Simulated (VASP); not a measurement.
# BO (rock salt type) (Fm-3m) in VASP: further runs

The runs below take BO (rock salt type) through single point, with r2SCAN.

All numbers are computed with VASP 6.6.1; they aren't measurements. Logs are shortened: lines on timing, memory, paths and dates and some standing lists are left out, and cuts for length are marked.

## 1. The cell of the first run

It takes space group Fm-3m (No. 225, cubic). The conventional cell has a = 3.824 Å, b = 3.824 Å, c = 3.824 Å, α = 90.00°, β = 90.00°, γ = 90.00°. Within 2.5 Å of B (site symmetry m-3m) lie 6 O at 1.91 Å. Within 2.5 Å of O (site symmetry m-3m) lie 6 B at 1.91 Å.

## 2. Single point, r2SCAN

POSCAR

```
BO
1.0
    0.0000000000      1.9118006577      1.9118006577
    1.9118006577      0.0000000000      1.9118006577
    1.9118006577      1.9118006577      0.0000000000
B O
1 1
Direct
    0.0000000000      0.0000000000      0.0000000000
    0.5000000000      0.5000000000      0.5000000000
```

INCAR.step1

```
ALGO     = Normal         # electronic algorithm
EDIFF    = 1E-4           # SCF threshold, eV
ENCUT    = 520            # plane-wave cutoff, eV
GGA      = PE             # functional
ISMEAR   = -1             # smearing method
LASPH    = True           # aspherical terms in the spheres
LCHARG   = False          # write CHGCAR
LREAL    = False          # projectors in reciprocal space
LWAVE    = True           # write WAVECAR
NBANDS   = 12             # bands
NELM     = 60             # most SCF steps
PREC     = Accurate       # precision mode
SIGMA    = 0.1            # smearing width, eV
```

INCAR.step2

```
ALGO     = Normal         # electronic algorithm
EDIFF    = 1E-7           # SCF threshold, eV
ENCUT    = 520            # plane-wave cutoff, eV
ISIF     = 2              # what is computed and relaxed
ISMEAR   = -1             # smearing method
ISTART   = 1            
LASPH    = True           # aspherical terms in the spheres
LCHARG   = False          # write CHGCAR
LMIXTAU  = True         
LREAL    = False          # projectors in reciprocal space
LWAVE    = False          # write WAVECAR
METAGGA  = R2SCAN         # meta-GGA
NBANDS   = 12             # bands
NELM     = 60             # most SCF steps
PREC     = Accurate       # precision mode
SIGMA    = 0.1            # smearing width, eV
```

KPOINTS

```
k-points
0
Gamma
  15 15 15
```

Potentials or basis: VASP PAW PBE potentials, release 64 (B, O).

On the command line:

```bash
cat potpaw_PBE.64/B/POTCAR potpaw_PBE.64/O/POTCAR > POTCAR
cp INCAR.step1 INCAR
mpirun -np 1 vasp_std > vasp.out
cp INCAR.step2 INCAR
mpirun -np 1 vasp_std > vasp.out
```

OUTCAR:

```text
EDIFF = 1E-7
   ENCUT = 520
   ISIF = 2
   ISMEAR = -1
   ISTART = 1
   LASPH = True
   LREAL = False
   METAGGA = R2SCAN
   NELM = 60
   PREC = Accurate

 ion  position               nearest neighbor table
   1  0.000  0.000  0.000-   2 1.91   2 1.91   2 1.91   2 1.91   2 1.91   2 1.91
   2  0.500  0.500  0.500-   1 1.91   1 1.91   1 1.91   1 1.91   1 1.91   1 1.91

  LATTYP: Found a face centered cubic cell.
 ALAT       =     3.8236013154

  Lattice vectors:

 A1 = (   0.0000000000,   1.9118006577,   1.9118006577)
 A2 = (   1.9118006577,   0.0000000000,   1.9118006577)
 A3 = (   1.9118006577,   1.9118006577,   0.0000000000)

Analysis of symmetry for initial positions (statically):
=====================================================================
 Subroutine PRICEL returns:
 Original cell was already a primitive cell.

 Routine SETGRP: Setting up the symmetry group for a
 face centered cubic supercell.

 Subroutine GETGRP returns: Found 48 space group operations
 (whereof 48 operations were pure point group operations)
 out of a pool of 48 trial point group operations.

The static configuration has the point symmetry O_h .

Analysis of symmetry for dynamics (positions and initial velocities):
=====================================================================
 Subroutine PRICEL returns:
 Original cell was already a primitive cell.

 Routine SETGRP: Setting up the symmetry group for a
 face centered cubic supercell.

 Subroutine GETGRP returns: Found 48 space group operations
 (whereof 48 operations were pure point group operations)
 out of a pool of 48 trial point group operations.

The dynamic configuration has the point symmetry O_h .

 Subroutine INISYM returns: Found 48 space group operations
 (whereof 48 operations are pure point group operations),
 and found     1 'primitive' translations

----------------------------------------------------------------------------------------

                                     Primitive cell

  volume of cell :      13.9752

  direct lattice vectors                    reciprocal lattice vectors
     0.000000000  1.911800658  1.911800658    -0.261533543  0.261533543  0.261533543
     1.911800658  0.000000000  1.911800658     0.261533543 -0.261533543  0.261533543
     1.911800658  1.911800658  0.000000000     0.261533543  0.261533543 -0.261533543

  length of vectors
     2.703694419  2.703694419  2.703694419     0.452989385  0.452989385  0.452989385

  position of ions in fractional coordinates (direct lattice)
     0.000000000  0.000000000  0.000000000
     0.500000000  0.500000000  0.500000000

  ion indices of the primitive-cell ions
   primitive index   ion index
                 1           1
                 2           2

----------------------------------------------------------------------------------------

 KPOINTS: k-points

Automatic generation of k-mesh.
 Grid dimensions read from file:
 generate k-points for:   15   15   15

 Generating k-lattice:

  Cartesian coordinates                     Fractional coordinates (reciprocal lattice)
    -0.017435570  0.017435570  0.017435570     0.066666667  0.000000000  0.000000000
     0.017435570 -0.017435570  0.017435570     0.000000000  0.066666667  0.000000000
     0.017435570  0.017435570 -0.017435570     0.000000000  0.000000000  0.066666667

  Length of vectors
     0.030199292  0.030199292  0.030199292

  Shift w.r.t. Gamma in fractional coordinates (k-lattice)
     0.000000000  0.000000000  0.000000000

 Subroutine IBZKPT returns following result:
 ===========================================

 Found    120 irreducible k-points:

 Following reciprocal coordinates:
            Coordinates               Weight
  0.000000  0.000000  0.000000      1.000000
  0.066667  0.000000  0.000000      8.000000
  0.133333  0.000000  0.000000      8.000000
  0.200000  0.000000  0.000000      8.000000
  0.266667  0.000000  0.000000      8.000000
  0.333333  0.000000  0.000000      8.000000
[... 16 lines left out ...]
  0.133333  0.133333  0.000000      6.000000
  0.200000  0.133333  0.000000     24.000000
 [... further k-points ...]
   k-points           NKPTS =    120   k-points in BZ     NKDIM =    120   number of bands    NBANDS=     12
   number of dos      NEDOS =    301   number of ions     NIONS =      2
   total plane-waves  NPLWV =   8000
   dimension x,y,z NGX =    20 NGY =   20 NGZ =   20
   dimension x,y,z NGXF=    40 NGYF=   40 NGZF=   40
   ions per type =               1   1
   NGX,Y,Z   is equivalent  to a cutoff of  12.30, 12.30, 12.30 a.u.
   NGXF,Y,Z  is equivalent  to a cutoff of  24.60, 24.60, 24.60 a.u.
 SYSTEM =  unknown system
   PREC   = accura    normal or accurate (medium, high low for compatibility)
   ISTART =      1    job   : 0-new  1-cont  2-samecut
   ICHARG =      0    charge: 1-file 2-atom 10-const
   ISPIN  =      1    spin polarized calculation?
   LNONCOLLINEAR =      F non collinear calculations
   LSORBIT =      F    spin-orbit coupling
   LASPH  =      T    aspherical Exc in radial PAW
   ENCUT  =  520.0 eV  38.22 Ry    6.18 a.u.   5.03  5.03  5.03*2*pi/ulx,y,z
   NELM   =     60;   NELMIN=  2; NELMDL=  0     # of ELM steps
   EDIFF  = 0.1E-06   stopping-criterion for ELM
   LREAL  =      F    real-space projection
   EDIFFG = 0.1E-05   stopping-criterion for IOM
   NSW    =      0    number of steps for IOM
   IBRION =     -1    ionic relax: 0-MD 1-quasi-New 2-CG
   NFREE  =      0    steps in history (QN), initial steepest desc. (CG)
   ISIF   =      2    stress and relaxation
   ISYM   =      2    0-nonsym 1-usesym 2-fastsym
   POTIM  = 0.5000    time-step for ionic-motion
   TEBEG  =    0.0;   TEEND  =   0.0 temperature during run
   PSTRESS=    0.0 pullay stress
   NELECT =       9.0000    total number of electrons
   NUPDOWN=      -1.0000    fix difference up-down
   EMIN   =  10.00;   EMAX   =-10.00  energy-range for DOS
   EFERMI =   0.00;   METHOD = LEGACY
   ISMEAR =    -1;   SIGMA  =   0.10  broadening in eV -4-tet -1-fermi 0-gaus
   EFERMI_NEDOS =   21; number of points for ismear=-14 and -15
   IALGO  =     38    algorithm
   IMIX   =      4    mixing-type and parameters
     AMIX     =   0.40;   BMIX     =  1.00
     AMIX_MAG =   1.60;   BMIX_MAG =  1.00
  volume/ion in A,a.u.               =       6.99        47.15
  Fermi-wavevector in a.u.,A,eV,Ry     =   1.413741  2.671582 27.193454  1.998662
  Thomas-Fermi vector in A             =   2.535355
   LORBIT       =      0    0 simple, 1 ext, 2 COOP (PROOUT), +10 PAW based schemes
   METAGGA = R2SCAN    functional components
   LHFCALC =     F    Hartree Fock is set to
   AEXX    =    0.0000 exact exchange contribution
   IVDW    =     0    specifies the selected vdW correction
   LEPSILON=     F    determine dielectric tensor
   LRPA    =     F    only Hartree local field effects (RPA)
 non-spin polarized calculation
  energy-cutoff  :      520.00
  volume of cell :       13.98
 maximum number of plane-waves:       388
   NGX =  9   NGY =  9   NGZ =  9

 number of electron       9.0000004 magnetization

 Free energy of the ion-electron system (eV)
  ---------------------------------------------------
  ext. energy  EPLUGINS =         0.00000000
  ---------------------------------------------------
  free energy    TOTEN  =       -11.65609346 eV

  energy without entropy =      -11.63594739  energy(sigma->0) =      -11.64602042

 E-fermi :   9.3088     XC(G=0): -13.1433

 val. band max:        9.2586869185   @ k =  -0.4667   0.2000   0.0000
 cond. band min:       9.3624012063   @ k =   0.3333   0.0000   0.0000
 fundamental gap:      0.1037142879
 Fermi energy:         9.3088109100

 k-point     1 :       0.0000    0.0000    0.0000
  band No.  band energies     occupation
      1     -17.2008      2.00000
      2       2.8988      2.00000
      3       2.8988      2.00000
      4       2.8989      2.00000
      5       6.0349      2.00000
      6      16.3264      0.00000
      7      16.3264      0.00000
      8      16.3264      0.00000
      9      25.1169      0.00000
     10      25.1169      0.00000
     11      25.1169      0.00000
     12      30.2327      0.00000

 k-point     2 :       0.0667    0.0000    0.0000
  band No.  band energies     occupation
      1     -17.1219      2.00000
      2       2.2728      2.00000
      3       2.8944      2.00000
      4       2.8944      2.00000
      5       6.5554      2.00000
      6      16.0676      0.00000
      7      16.0676      0.00000
      8      16.0986      0.00000
      9      24.6893      0.00000
     10      25.3723      0.00000
     11      25.3723      0.00000
     12      31.4039      0.00000

 k-point     3 :       0.1333    0.0000    0.0000
  band No.  band energies     occupation
      1     -16.8896      2.00000
      2       0.9890      2.00000
      3       2.8838      2.00000
      4       2.8838      2.00000
      5       7.5166      2.00000
      6      15.3966      0.00000
      7      15.3966      0.00000
      8      15.5085      0.00000
      9      24.1421      0.00000
     10      26.1048      0.00000
     11      26.1048      0.00000
     12      33.8107      0.00000

 k-point     4 :       0.2000    0.0000    0.0000
  band No.  band energies     occupation
      1     -16.5215      2.00000
      2      -0.4588      2.00000
      3       2.8740      2.00000
      4       2.8740      2.00000
      5       8.4091      1.99975
      6      14.5234      0.00000
      7      14.5234      0.00000
      8      14.7896      0.00000
      9      24.0058      0.00000
     10      27.2519      0.00000
     11      27.2519      0.00000
     12      35.4566      0.00000

 k-point     5 :       0.2667    0.0000    0.0000
  band No.  band energies     occupation
      1     -16.0524      2.00000
      2      -1.8888      2.00000
      3       2.8717      2.00000
      4       2.8717      2.00000
      5       9.0446      1.86708
      6      13.6367      0.00000
      7      13.6367      0.00000
      8      14.1968      0.00000
      9      24.2961      0.00000
     10      28.7555      0.00000
     11      28.7555      0.00000
     12      35.5615      0.00000
[... 228 lines left out ...]
      1     -16.7135      2.00000
      2       0.4091      2.00000
      3       2.4211      2.00000
      4       3.0815      2.00000
      5       8.1022      1.99999
      6      14.6172      0.00000
      7      14.7431      0.00000
      8      15.7527      0.00000
      9      23.7335      0.00000
     10      26.1140      0.00000
     11      27.5592      0.00000
     12      33.9622      0.00000

 k-point    22 :      -0.0667    0.0667    0.0000
  band No.  band energies     occupation
      1     -16.9916      2.00000
      2       1.6009      2.00000
      3       2.6315      2.00000
      4       3.0038      2.00000
      5       7.1920      2.00000
      6      15.4649      0.00000
      7      15.5421      0.00000
      8      16.1298      0.00000
      9      24.0903      0.00000
     10      25.4939      0.00000
     11      26.3365      0.00000
     12      32.9446      0.00000

 k-point    23 :       0.1333    0.1333    0.0000
  band No.  band energies     occupation
      1     -16.7847      2.00000
      2       1.1866      2.00000
      3       2.4108      2.00000
      4       2.4108      2.00000
      5       8.1173      1.99999
      6      13.7958      0.00000
      7      16.0924      0.00000
      8      16.0924      0.00000
      9      22.2147      0.00000
     10      27.5243      0.00000
     11      27.5243      0.00000
     12      32.9446      0.00000

 k-point    24 :       0.2000    0.1333    0.0000
  band No.  band energies     occupation
      1     -16.5111      2.00000
      2       0.2519      2.00000
      3       2.2116      2.00000
      4       2.3468      2.00000
      5       8.8609      1.97756
      6      12.8657      0.00000
      7      15.8404      0.00000
      8      15.8438      0.00000
      9      21.6696      0.00000
     10      28.5543      0.00000
     11      28.7845      0.00000
     12      33.6974      0.00000

 [... further k-points ...]

------------------------ aborting loop because EDIFF is reached ----------------------------------------

  FORCE on cell =-STRESS in cart. coord.  units (eV):
  Direction    XX          YY          ZZ          XY          YZ          ZX
  --------------------------------------------------------------------------------------
  -------------------------------------------------------------------------------------
  Total        0.7527044      0.7527044      0.7527044      0.0000000      0.0000000      0.0000000
  in kB       86.2933307     86.2933307     86.2933307      0.0000000      0.0000000      0.0000000
  external PRESSURE =      86.2933307 kB  Pullay stress =       0.0000000 kB

 VOLUME and BASIS-vectors are now :
 -----------------------------------------------------------------------------
  energy-cutoff  :      520.00
  volume of cell :       13.98
      direct lattice vectors                 reciprocal lattice vectors
     0.000000000  1.911800658  1.911800658    -0.261533543  0.261533543  0.261533543
     1.911800658  0.000000000  1.911800658     0.261533543 -0.261533543  0.261533543
     1.911800658  1.911800658  0.000000000     0.261533543  0.261533543 -0.261533543

 POSITION                                       TOTAL-FORCE (eV/Angst)
 -----------------------------------------------------------------------------------
      0.00000      0.00000      0.00000        -0.000000     -0.000000      0.000000
      1.91180      1.91180      1.91180         0.000000      0.000000      0.000000
 -----------------------------------------------------------------------------------
    total drift:                                0.000000      0.000000      0.000000

  FREE ENERGIE OF THE ION-ELECTRON SYSTEM (eV)
  ---------------------------------------------------
  free  energy   TOTEN  =       -11.6560934616 eV

  energy  without entropy=      -11.6359473866  energy(sigma->0) =      -11.64602042
```

It took 69 s on 1 thread of Intel Xeon Platinum 8259CL at 2.50GHz (Skylake/Cascade Lake), shared host; peak memory 0.13 GiB.

Results:

| Item | Value |
| --- | --- |
| Free energy | -11.6561 eV |
| Pressure | 8.6 GPa |

Caveat: the PAW data sets were made with another functional, which shifts forces and pressure a little; an odd number of electrons without spin polarisation forces a metal; a magnetic or distorted state may lie lower.

## 3. Single point, r2SCAN

This run uses another cell than the first one, of 7.21 Å³/atom, 1.032 times its volume.

POSCAR

```
BO
1.0
    0.0000000000      1.9317166812      1.9317166812
    1.9317166812      0.0000000000      1.9317166812
    1.9317166812      1.9317166812      0.0000000000
B O
1 1
Direct
    0.0000000000      0.0000000000      0.0000000000
    0.5000000000      0.5000000000      0.5000000000
```

INCAR.step1

```
  PREC = Accurate
  ENCUT = 520
  ISMEAR = -1
  SIGMA = 0.1
  LREAL = F
  LASPH = T
  NELM = 80
  NBANDS = 12
  GGA = PE
  ALGO = Normal
  EDIFF = 1E-4
  LWAVE = T
  LCHARG = F
```

INCAR.step2

```
  PREC = Accurate
  ENCUT = 520
  EDIFF = 1E-6
  ISMEAR = -1
  SIGMA = 0.1
  LREAL = F
  LASPH = T
  NELM = 80
  ALGO = Normal
  ISIF = 2
  LWAVE = F
  LCHARG = T
  METAGGA = R2SCAN
  LMIXTAU = T
  LELF = T
  LVHAR = T
  NBANDS = 12
  ISTART = 1
```

KPOINTS

```
regular mesh
0
Gamma
  15 15 15
```

Potentials or basis: VASP PAW PBE potentials, release 64 (B, O).

On the command line:

```bash
cat potpaw_PBE.64/B/POTCAR potpaw_PBE.64/O/POTCAR > POTCAR
cp INCAR.step1 INCAR
mpirun -np 1 vasp_std > vasp.out
cp INCAR.step2 INCAR
mpirun -np 1 vasp_std > vasp.out
```

Run time: 59 s. Hardware: 1 thread of Intel Xeon Platinum 8259CL at 2.50GHz (Skylake/Cascade Lake), shared host; peak memory 0.13 GiB.

It converged, with:

```yaml
Free_energy: -11.6713 eV
Pressure: 2.0 GPa
```

Levels at points of the mesh, in eV from the Fermi level:
| k point | band 2 | band 3 | band 4 | band 5 | band 6 | band 7 | band 8 | band 9 |
| --- | --- | --- | --- | --- | --- | --- | --- | --- |
| (0.00, 0.00, 0.00) | -6.12 | -6.12 | -6.12 | -3.39 | 6.95 | 6.95 | 6.95 | 15.85 |

Caveat: the PAW data sets were made with another functional, which shifts forces and pressure a little; an odd number of electrons without spin polarisation forces a metal; a magnetic or distorted state may lie lower.

## 4. Single point, r2SCAN

This run uses another cell than the first one, of 7.21 Å³/atom, 1.032 times its volume.

POSCAR is that of step 3.

INCAR.step1

```
SYSTEM = BO
PREC     = Accurate       ! precision mode
ENCUT    = 520            ! plane-wave cutoff, eV
ISMEAR   = -1             ! smearing method
SIGMA    = 0.1            ! smearing width, eV
LREAL    = .FALSE.        ! projectors in reciprocal space
LASPH    = .TRUE.         ! aspherical terms in the spheres
NELM     = 80             ! most SCF steps
NBANDS   = 12             ! bands
GGA      = PE             ! functional
ALGO     = Normal         ! electronic algorithm
EDIFF    = 1E-4           ! SCF threshold, eV
LWAVE    = .TRUE.         ! write WAVECAR
LCHARG   = .FALSE.        ! write CHGCAR
```

INCAR.step2

```
SYSTEM = BO
PREC     = Accurate       ! precision mode
ENCUT    = 520            ! plane-wave cutoff, eV
EDIFF    = 1E-6           ! SCF threshold, eV
ISMEAR   = -1             ! smearing method
SIGMA    = 0.1            ! smearing width, eV
LREAL    = .FALSE.        ! projectors in reciprocal space
LASPH    = .TRUE.         ! aspherical terms in the spheres
NELM     = 80             ! most SCF steps
ALGO     = Normal         ! electronic algorithm
ISIF     = 2              ! what is computed and relaxed
LWAVE    = .FALSE.        ! write WAVECAR
LCHARG   = .TRUE.         ! write CHGCAR
METAGGA  = R2SCAN         ! meta-GGA
LMIXTAU  = .TRUE.       
LELF     = .TRUE.         ! ELF
LVHAR    = .TRUE.       
NBANDS   = 12             ! bands
ISTART   = 1
```

KPOINTS

```
regular mesh
0
G
  15 15 15
  0 0 0
```

On the command line:

```bash
cat potpaw_PBE.64/B/POTCAR potpaw_PBE.64/O/POTCAR > POTCAR
cp INCAR.step1 INCAR
mpirun -np 1 vasp_std > vasp.out
cp INCAR.step2 INCAR
mpirun -np 1 vasp_std > vasp.out
```

Run time: 57 s. Hardware: 1 thread of Intel Xeon Platinum 8259CL at 2.50GHz (Skylake/Cascade Lake), shared host; peak memory 0.13 GiB.

Results (log left out):

| Item | Value |
| --- | --- |
| Free energy | -11.6713 eV |
| Pressure | 2.0 GPa |

Levels at points of the mesh, in eV from the Fermi level:
| k point | band 2 | band 3 | band 4 | band 5 | band 6 | band 7 | band 8 | band 9 |
| --- | --- | --- | --- | --- | --- | --- | --- | --- |
| (0.00, 0.00, 0.00) | -6.12 | -6.12 | -6.12 | -3.39 | 6.95 | 6.95 | 6.95 | 15.85 |

Caveat: the PAW data sets were made with another functional, which shifts forces and pressure a little; an odd number of electrons without spin polarisation forces a metal; a magnetic or distorted state may lie lower.

(Part 1 of 2 ends here.)
